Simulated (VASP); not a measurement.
A run of VASP 6.6.1:

Contents of INCAR:

```
PREC = Accurate ; ENCUT = 520
EDIFF = 1E-6 ; ISMEAR = -1
SIGMA = 0.05 ; LREAL = False
LASPH = True ; NELM = 100
ALGO = Normal ; ISIF = 2
LWAVE = False ; LCHARG = False
GGA = CA ; NBANDS = 26
```

The input KPOINTS:

```
regular mesh
0
Gamma
  8 8 8
```

POSCAR

```
LuCd
1.0
    3.5285124165      0.0000000000      0.0000000000
    0.0000000000      3.5285124165      0.0000000000
    0.0000000000      0.0000000000      3.5285124165
Lu Cd
1 1
Direct
    0.5000000000      0.5000000000      0.5000000000
    0.0000000000      0.0000000000      0.0000000000
```

Potentials or basis: VASP PAW PBE potentials, release 64 (Lu, Cd).

Launch:

```bash
$ cat potpaw_PBE.64/Lu/POTCAR potpaw_PBE.64/Cd/POTCAR > POTCAR
$ mpirun -np 1 vasp_std > vasp.out
```

Hardware: 1 thread of Intel Xeon 8259CL, with other jobs on the host.

Problem. Estimate the wall time of this run.

Solution. Run time: 61 s on 1 thread of Intel Xeon 8259CL, with other jobs on the host, peak memory 0.18 GiB. Counts: scf iterations 12, k points 35.
